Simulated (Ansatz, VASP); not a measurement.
## One calculation of CsSnBr3, two programs

Contents of POSCAR:

```
CsSnBr3
1.0
    5.8410918105      0.0000000000      0.0000000000
    0.0000000000      5.8410918105      0.0000000000
    0.0000000000      0.0000000000      5.8410918105
Cs Sn Br
1 1 3
Direct
    0.0000000000      0.0000000000      0.0000000000
    0.5000000000      0.5000000000      0.5000000000
    0.5000000000      0.0000000000      0.5000000000
    0.5000000000      0.5000000000      0.0000000000
    0.0000000000      0.5000000000      0.5000000000
```

INCAR.step1

```
ALGO = Normal
EDIFF = 1E-5
ENCUT = 550
GGA = PE
GGA_COMPAT = F
ISMEAR = 0
LASPH = T
LCHARG = F
LREAL = F
LWAVE = T
NBANDS = 30
NELM = 120
PREC = Accurate
SIGMA = 0.01
```

INCAR.step2

```
ALGO = Normal
EDIFF = 1E-6
ENCUT = 550
GGA_COMPAT = F
ISIF = 2
ISMEAR = 0
ISTART = 1
LASPH = T
LCHARG = T
LELF = T
LMIXTAU = T
LREAL = F
LVHAR = T
LWAVE = F
METAGGA = R2SCAN
NBANDS = 30
NELM = 120
PREC = Accurate
SIGMA = 0.01
```

Contents of KPOINTS:

```
k-points
0
Gamma
  4 4 4
```

Input for Ansatz:

```yaml
crystal:
  lattice:
    - [5.8410918105, 0.0, 0.0]
    - [0.0, 5.8410918105, 0.0]
    - [0.0, 0.0, 5.8410918105]
  atoms:
    - { symbol: Cs, position: [0.0, 0.0, 0.0] }
    - { symbol: Sn, position: [0.5, 0.5, 0.5] }
    - { symbol: Br, position: [0.5, 0.0, 0.5] }
    - { symbol: Br, position: [0.5, 0.5, 0.0] }
    - { symbol: Br, position: [0.0, 0.5, 0.5] }
kpoints:
  mp_grid: { grid: [4, 4, 4] }
  band_path:
    path: [[0.0, 0.0, 0.0], [0.0, 0.5, 0.0], [0.5, 0.5, 0.0], [0.5, 0.5, 0.5]]
    npoints: 1
hamiltonian:
  xc: r2scan
scf:
  occupations: { method: fixed }
  n_extra_bands: 5
output:
  forces: true
  stress: true
  eigenvalues: true
```

Alike in both runs: task single point; functional r2SCAN; k mesh 4 × 4 × 4; no spin polarisation.

|  | VASP | Ansatz |
| --- | --- | --- |
| version | VASP 6.6.1 | Ansatz 0.2.0 |
| potentials or method | VASP PAW PBE potentials, release 64 (Cs_sv, Sn_d, Br) | plane waves, PAW |
| plane-wave cutoff (eV) | 550 | 500 |
| occupations | gaussian, width 0.01 eV | fixed |
| valence electrons in the cell | 44 | 44 |

```tsv
	VASP	Ansatz	Ansatz less VASP
gap on the k mesh at the Fermi level (eV)	0.69	0.68	-0.008
pressure (GPa)	0.0	0.0	0.00
```

VASP's potentials were made for PBE, not for r2SCAN.

Neither program's run includes spin-orbit coupling.
